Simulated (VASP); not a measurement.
The system is C.

```
CELL_PARAMETERS angstrom
0.00000 1.78012 1.78012
1.78012 0.00000 1.78012
1.78012 1.78012 0.00000
ATOMIC_POSITIONS crystal
C 0.00000 0.00000 0.00000
C 0.25000 0.25000 0.25000
```

Program: VASP 6.6.1. Alike in all runs: task single point; potentials or basis VASP PAW PBE potentials, release 64 (C); no spin polarisation; cell as given; cutoff (eV) 520; smearing gaussian 0.01 eV.

**Question.** Order these runs on this cell by their band gap on the k mesh, lowest first.
A. level r2SCAN; k mesh 6 × 6 × 6
B. level PBE; k mesh 10 × 10 × 10
C. level HSE06; k mesh 6 × 6 × 6; grid for exact exchange (PRECFOCK) Normal; screening parameter 0.2079 1/Å

**Answer.** B (4.18 eV), A (4.35 eV), C (5.33 eV).

Caveats: some runs use coarse meshes.

A k mesh can miss the band edges.
